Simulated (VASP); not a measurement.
# Ge (Imma) in VASP: a series of runs

Ge is run at these levels: PBEsol; tasks: elastic constants.

All numbers are computed with VASP 6.6.1; they aren't measurements. Logs are shortened: lines on timing, memory, paths and dates and some standing lists are left out, and cuts for length are marked.

### 1 The cell of the first run

Symmetry: Imma, No. 74, orthorhombic system. The conventional cell has a = 4.992 Å, b = 5.302 Å, c = 2.874 Å, α = 90.00°, β = 90.00°, γ = 90.00°. Ge (site symmetry mm2) has 8 Ge at 2.68 to 3.08 Å within 3.5 Å.

### 2 Elastic constants, PBEsol

INCAR

```
  PREC = Accurate
  ENCUT = 500
  EDIFF = 1E-8
  ISMEAR = -1
  SIGMA = 0.05
  LREAL = F
  LASPH = T
  NELM = 120
  ALGO = Normal
  ISIF = 3
  LWAVE = F
  LCHARG = F
  GGA = PS
  NBANDS = 21
  IBRION = 6
  NFREE = 2
  POTIM = 0.015
  NSW = 1
  GGA_COMPAT = F
```

KPOINTS

```
regular mesh
0
Gamma
  8 8 8
```

POSCAR

```
Ge
1.0
   -2.4958980000      2.6508630000      1.4369470000
    2.4958980000     -2.6508630000      1.4369470000
    2.4958980000      2.6508630000     -1.4369470000
Ge
2
Direct
    0.3140570000      0.0640570000      0.2500000000
    0.6859430000      0.9359430000      0.7500000000
```

Potentials or basis: VASP PAW PBE potentials, release 64 (Ge_d).

Run with:

```bash
> cat potpaw_PBE.64/Ge_d/POTCAR > POTCAR
> mpirun -np 1 vasp_std > vasp.out
```

OUTCAR:

```text
PREC = Accurate
   ENCUT = 500
   EDIFF = 1E-8
   ISMEAR = -1
   LREAL = F
   LASPH = T
   NELM = 120
   ISIF = 3
   GGA = PS
   IBRION = 6
   NFREE = 2
   POTIM = 0.015
   NSW = 1

 ion  position               nearest neighbor table
   1  0.314  0.064  0.250-   2 2.68   2 2.68   2 2.72   2 2.72
   2  0.686  0.936  0.750-   1 2.68   1 2.68   1 2.72   1 2.72

  LATTYP: Found a body centered orthorhombic cell.
 ALAT       =     2.8738940000
 B/A-ratio  =     1.7369450648
 C/A-ratio  =     1.8447882907

  Lattice vectors:

 A1 = (   2.4958980000,  -2.6508630000,   1.4369470000)
 A2 = (  -2.4958980000,  -2.6508630000,  -1.4369470000)
 A3 = (   2.4958980000,   2.6508630000,  -1.4369470000)

Analysis of symmetry for initial positions (statically):
=====================================================================
 Subroutine PRICEL returns:
 Original cell was already a primitive cell.

 Routine SETGRP: Setting up the symmetry group for a
 body centered orthorhombic supercell.

 Subroutine GETGRP returns: Found  8 space group operations
 (whereof  4 operations were pure point group operations)
 out of a pool of  8 trial point group operations.

The static configuration has the point symmetry C_2h.
 The point group associated with its full space group is D_2h.

Analysis of symmetry for dynamics (positions and initial velocities):
=====================================================================
 Subroutine PRICEL returns:
 Original cell was already a primitive cell.

 Routine SETGRP: Setting up the symmetry group for a
 body centered orthorhombic supercell.

 Subroutine GETGRP returns: Found  8 space group operations
 (whereof  4 operations were pure point group operations)
 out of a pool of  8 trial point group operations.

The dynamic configuration has the point symmetry C_2h.
[... 927 lines left out ...]

  FORCE on cell =-STRESS in cart. coord.  units (eV):
  Direction    XX          YY          ZZ          XY          YZ          ZX
  --------------------------------------------------------------------------------------
  -------------------------------------------------------------------------------------
  Total       -0.7812720     -0.7033725     -0.3981108      0.0000000      0.0000000      0.0000000
  in kB      -32.9153116    -29.6333729    -16.7725707      0.0000000      0.0000000      0.0000000
  external PRESSURE =     -26.4404184 kB  Pullay stress =       0.0000000 kB
[... 17 lines left out ...]
  FREE ENERGIE OF THE ION-ELECTRON SYSTEM (eV)
  ---------------------------------------------------
  free  energy   TOTEN  =        -9.5182205546 eV

  energy  without entropy=       -9.5107543672  energy(sigma->0) =       -9.51448746

 INTERNAL STRAIN TENSORS FROM STRAINED CELLS
 ============================================

 INTERNAL STRAIN TENSOR FOR ION    1 for displacements in x,y,z  (eV/Angst):
          X           Y           Z          XY          YZ          ZX
  --------------------------------------------------------------------------------
  x    -0.00000     0.00000    -0.00000    -0.00000     0.00000     1.06760
  y    -0.00000     0.00000    -0.00000    -0.00000    -0.75307     0.00000
  z     1.03473    -1.57298     0.07470     0.00003     0.00004     0.00016

 INTERNAL STRAIN TENSORS FROM DISPLACED ATOMS
 ============================================

 INTERNAL STRAIN TENSOR FOR ION    1 for displacements in x,y,z  (eV/Angst):
          X           Y           Z          XY          YZ          ZX
  --------------------------------------------------------------------------------
  x     0.00000     0.00000     0.00000     0.00000     0.00000     1.00615
  y    -0.00000     0.00000    -0.00000     0.00000    -0.69465     0.00000
  z     1.03828    -1.45699     0.06113     0.00000     0.00000     0.00000

 INTERNAL STRAIN TENSOR FOR ION    2 for displacements in x,y,z  (eV/Angst):
          X           Y           Z          XY          YZ          ZX
  --------------------------------------------------------------------------------
  x     0.00000     0.00000     0.00000     0.00000     0.00000    -1.00615
  y     0.00000     0.00000     0.00000     0.00000     0.69465     0.00000
  z    -1.03828     1.45699    -0.06113     0.00000     0.00000     0.00000

 Eigenvectors and eigenvalues of the dynamical matrix
 ----------------------------------------------------

   1 f  =    4.527724 THz    28.448526 2PiTHz  151.028601 cm-1    18.725152 meV
             X         Y         Z           dx          dy          dz
      0.000000  1.325432  0.184093     0.000000   -0.707107    0.000000
      2.495898  1.325432  1.252854     0.000000    0.707107    0.000000
[... 11 lines left out ...]
   4 f  =    0.000000 THz     0.000000 2PiTHz    0.000001 cm-1     0.000000 meV
             X         Y         Z           dx          dy          dz
      0.000000  1.325432  0.184093    -0.601501    0.371748    0.000000
      2.495898  1.325432  1.252854    -0.601501    0.371748    0.000000

   5 f/i=    0.000000 THz     0.000000 2PiTHz    0.000000 cm-1     0.000000 meV
             X         Y         Z           dx          dy          dz
      0.000000  1.325432  0.184093     0.000000    0.000000    0.707107
      2.495898  1.325432  1.252854     0.000000    0.000000    0.707107

   6 f/i=    0.000000 THz     0.000000 2PiTHz    0.000001 cm-1     0.000000 meV
             X         Y         Z           dx          dy          dz
      0.000000  1.325432  0.184093     0.371748    0.601501    0.000000
      2.495898  1.325432  1.252854     0.371748    0.601501    0.000000

--------------------------------------------------------------------------------------------------------

 ELASTIC MODULI CONTR FROM IONIC RELAXATION (kBar)
 Direction    XX          YY          ZZ          XY          YZ          ZX
 --------------------------------------------------------------------------------
 XX        -112.7689    158.2453     -6.6399      0.0000     -0.0000     -0.0000
 YY         158.2453   -222.0609      9.3176      0.0000      0.0000      0.0000
 ZZ          -6.6399      9.3176     -0.3910      0.0000     -0.0000     -0.0000
 XY           0.0000      0.0000      0.0000      0.0000      0.0000      0.0000
 YZ          -0.0000      0.0000     -0.0000      0.0000     -6.6757     -0.0000
 ZX          -0.0000      0.0000     -0.0000      0.0000     -0.0000    -22.7025
 --------------------------------------------------------------------------------

 TOTAL ELASTIC MODULI (kBar)
 Direction    XX          YY          ZZ          XY          YZ          ZX
 --------------------------------------------------------------------------------
 XX        1216.6132    405.1275    487.5204      0.0000     -0.0000     -0.0000
 YY         405.1275   1288.9715    435.4204      0.0000      0.0000      0.0000
 ZZ         487.5204    435.4204   1197.4838      0.0000     -0.0000     -0.0000
 XY           0.0000      0.0000      0.0000    491.0222      0.0000      0.0000
 YZ          -0.0000      0.0000     -0.0000      0.0000    198.0645     -0.0000
 ZX          -0.0000      0.0000     -0.0000      0.0000     -0.0000    239.6222
 --------------------------------------------------------------------------------
```

OSZICAR:

```text
N       E                     dE             d eps       ncg     rms          rms(c)
DAV:   1     0.170381038244E+03    0.17038E+03   -0.13781E+04  4610   0.366E+03
DAV:   2     0.137477929462E+02   -0.15663E+03   -0.15216E+03  4005   0.581E+02
DAV:   3    -0.892829743009E+01   -0.22676E+02   -0.22488E+02  4528   0.130E+02
DAV:   4    -0.955180220420E+01   -0.62350E+00   -0.62150E+00  4435   0.251E+01
[... 208 lines left out ...]
DAV:   4    -0.951822112241E+01    0.16978E-05   -0.33104E-05  5278   0.881E-02    0.458E-03
DAV:   5    -0.951822064657E+01    0.47584E-06   -0.28127E-06  4823   0.232E-02    0.129E-03
DAV:   6    -0.951822053936E+01    0.10721E-06   -0.44697E-07  5548   0.115E-02    0.479E-04
DAV:   7    -0.951822055145E+01   -0.12090E-07   -0.40000E-08  4135   0.309E-03    0.663E-05
DAV:   8    -0.951822055460E+01   -0.31469E-08   -0.28171E-09  2443   0.509E-04
  19 F= -.95182206E+01 E0= -.95144875E+01  d E =-.746619E-02
```

stdout:

```text
POSCAR found type information on POSCAR Ge
 POSCAR found :  1 types and       2 ions
 scaLAPACK will be used
 -----------------------------------------------------------------------------
|                                                                             |
|                                                                             |
|     You enforced a specific xc type in the INCAR file but a different       |
|     I HOPE YOU KNOW WHAT YOU ARE DOING!                                     |
[... 36 lines left out ...]
 Finite differences progress:
 bond charge predicted
 Finite differences progress:
 bond charge predicted
 Finite differences progress:
 bond charge predicted
 Finite differences progress:
 bond charge predicted
 Finite differences progress:
 bond charge predicted
 Finite differences progress:
 bond charge predicted
 Finite differences progress:
```

Run time: 32 min. Hardware: 1 thread of Oxide Virtual Turin-like, shared host; peak memory 0.26 GiB.

What came out:

- Voigt bulk modulus: 71 GPa
- Highest phonon frequency at Γ: 151 cm⁻¹

Phonon frequencies in cm⁻¹ (negative: imaginary):
| q point | frequencies |
| --- | --- |
| (0.000, 0.000, 0.000) | 0 0 0 55 119 151 |

Elastic tensor in Voigt notation (GPa, in the Cartesian axes of the cell as first typed):
```
122  41  49   0   0   0
 41 129  44   0   0   0
 49  44 120   0   0   0
  0   0   0  20   0   0
  0   0   0   0  24   0
  0   0   0   0   0  49
```

Clamped-ion elastic tensor (GPa):
```
133  25  49   0   0   0
 25 151  43   0   0   0
 49  43 120   0   0   0
  0   0   0  20   0   0
  0   0   0   0  26   0
  0   0   0   0   0  49
```

Caveat: the cell is under stress, which shifts elastic constants; the PAW data sets were made with another functional, which shifts forces and pressure a little.

### 3 Elastic constants, PBEsol

INCAR

```
ALGO = Normal ; EDIFF = 1E-8
ENCUT = 600 ; GGA = PS
IBRION = 6 ; ISIF = 3
ISMEAR = -1 ; KPAR = 4
LASPH = True ; LCHARG = False
LREAL = False ; LWAVE = False
NBANDS = 21 ; NELM = 60
NFREE = 2 ; NSW = 1
POTIM = 0.015 ; PREC = Accurate
SIGMA = 0.05
```

KPOINTS

```
k-points
0
Gamma
  10 10 10
```

POSCAR is that of step 2.

Potentials or basis: VASP PAW PBE potentials, release 64 (Ge_d).

Run with:

```bash
> cat potpaw_PBE.64/Ge_d/POTCAR > POTCAR
> mpirun -np 4 vasp_std > vasp.out
```

OUTCAR:

```text
EDIFF = 1E-8
   ENCUT = 600
   GGA = PS
   IBRION = 6
   ISIF = 3
   ISMEAR = -1
   LASPH = True
   LREAL = False
   NELM = 60
   NFREE = 2
   NSW = 1
   POTIM = 0.015
   PREC = Accurate

 ion  position               nearest neighbor table
   1  0.314  0.064  0.250-   2 2.68   2 2.68   2 2.72   2 2.72
   2  0.686  0.936  0.750-   1 2.68   1 2.68   1 2.72   1 2.72

  LATTYP: Found a body centered orthorhombic cell.
 ALAT       =     2.8738940000
 B/A-ratio  =     1.7369450648
 C/A-ratio  =     1.8447882907

  Lattice vectors:

 A1 = (   2.4958980000,  -2.6508630000,   1.4369470000)
 A2 = (  -2.4958980000,  -2.6508630000,  -1.4369470000)
[... 1010 lines left out ...]
  x     0.00000     0.00000     0.00000     0.00000     0.00000    -1.81398
  y     0.00000     0.00000    -0.00000     0.00000     0.04336     0.00000
  z    -2.21580     1.29023     0.52300     0.00000     0.00000     0.00000

 Eigenvectors and eigenvalues of the dynamical matrix
 ----------------------------------------------------

   1 f  =    5.202776 THz    32.690004 2PiTHz  173.545920 cm-1    21.516942 meV
             X         Y         Z           dx          dy          dz
      0.000000  1.325432  0.184093     0.000000   -0.707107   -0.000000
      2.495898  1.325432  1.252854     0.000000    0.707107    0.000000
[... 11 lines left out ...]
   4 f  =    0.000000 THz     0.000000 2PiTHz    0.000001 cm-1     0.000000 meV
             X         Y         Z           dx          dy          dz
      0.000000  1.325432  0.184093    -0.115729   -0.665909    0.207780
      2.495898  1.325432  1.252854    -0.115729   -0.665909    0.207780

   5 f/i=    0.000000 THz     0.000000 2PiTHz    0.000001 cm-1     0.000000 meV
             X         Y         Z           dx          dy          dz
      0.000000  1.325432  0.184093    -0.046593   -0.202771   -0.675806
      2.495898  1.325432  1.252854    -0.046593   -0.202771   -0.675806

   6 f/i=    0.000000 THz     0.000000 2PiTHz    0.000002 cm-1     0.000000 meV
             X         Y         Z           dx          dy          dz
      0.000000  1.325432  0.184093    -0.696014    0.124297    0.010691
      2.495898  1.325432  1.252854    -0.696014    0.124297    0.010691

--------------------------------------------------------------------------------------------------------

 ELASTIC MODULI CONTR FROM IONIC RELAXATION (kBar)
 Direction    XX          YY          ZZ          XY          YZ          ZX
 --------------------------------------------------------------------------------
 XX       -1223.4964    712.4272    288.7865      0.0000     -0.0000      0.0000
 YY         712.4272   -414.8377   -168.1569      0.0000      0.0000      0.0000
 ZZ         288.7865   -168.1569    -68.1634      0.0000      0.0000      0.0000
 XY           0.0000      0.0000      0.0000      0.0000      0.0000      0.0000
 YZ          -0.0000      0.0000      0.0000      0.0000     -0.0197      0.0000
 ZX           0.0000      0.0000      0.0000      0.0000      0.0000    -55.4265
 --------------------------------------------------------------------------------

 TOTAL ELASTIC MODULI (kBar)
 Direction    XX          YY          ZZ          XY          YZ          ZX
 --------------------------------------------------------------------------------
 XX         133.3489    803.9785   1001.1278      0.0000     -0.0000      0.0000
 YY         803.9785   1064.4120    339.2088      0.0000      0.0000      0.0000
 ZZ        1001.1278    339.2088    698.8973      0.0000      0.0000      0.0000
 XY           0.0000      0.0000      0.0000    444.4976      0.0000      0.0000
 YZ          -0.0000      0.0000      0.0000      0.0000    392.2768      0.0000
 ZX           0.0000      0.0000      0.0000      0.0000      0.0000    329.6318
 --------------------------------------------------------------------------------
```

OSZICAR:

```text
N       E                     dE             d eps       ncg     rms          rms(c)
DAV:   1     0.181366274068E+03    0.18137E+03   -0.15295E+04  8185   0.410E+03
DAV:   2     0.158954667670E+02   -0.16547E+03   -0.16030E+03  7227   0.623E+02
DAV:   3    -0.880938703856E+01   -0.24705E+02   -0.24474E+02  8167   0.139E+02
DAV:   4    -0.954038316946E+01   -0.73100E+00   -0.73026E+00  8069   0.275E+01
[... 208 lines left out ...]
DAV:   4    -0.950792934271E+01    0.18769E-05   -0.36247E-05  9501   0.932E-02    0.450E-03
DAV:   5    -0.950792879272E+01    0.54999E-06   -0.31351E-06  8940   0.259E-02    0.138E-03
DAV:   6    -0.950792868029E+01    0.11243E-06   -0.48607E-07 10041   0.124E-02    0.508E-04
DAV:   7    -0.950792869556E+01   -0.15268E-07   -0.44875E-08  7569   0.348E-03    0.640E-05
DAV:   8    -0.950792869975E+01   -0.41855E-08   -0.27595E-09  4397   0.550E-04
  19 F= -.95079287E+01 E0= -.95039944E+01  d E =-.786853E-02
```

Wall time 22 min (4 MPI ranks of Oxide Virtual Turin-like, shared host); peak memory 0.47 GiB.

What came out:

| Quantity | Value |
| --- | --- |
| Voigt bulk modulus | 69 GPa |
| Highest phonon frequency at Γ | 174 cm⁻¹ |

Phonon frequencies in cm⁻¹ (negative: imaginary):
```tsv
q point	frequencies
(0.000, 0.000, 0.000)	0 0 0 36 137 174
```

Elastic tensor in Voigt notation (GPa, in the Cartesian axes of the cell as first typed):
```
 13  80 100   0   0   0
 80 106  34   0   0   0
100  34  70   0   0   0
  0   0   0  39   0   0
  0   0   0   0  33   0
  0   0   0   0   0  44
```

Clamped-ion elastic tensor (GPa):
```
136   9  71   0   0   0
  9 148  51   0   0   0
 71  51  77   0   0   0
  0   0   0  39   0   0
  0   0   0   0  39   0
  0   0   0   0   0  44
```

Caveat: the cell is under stress, which shifts elastic constants; the elastic tensor has a negative eigenvalue, so either the cell is unstable as it stands or the mesh is too thin; the PAW data sets were made with another functional, which shifts forces and pressure a little.
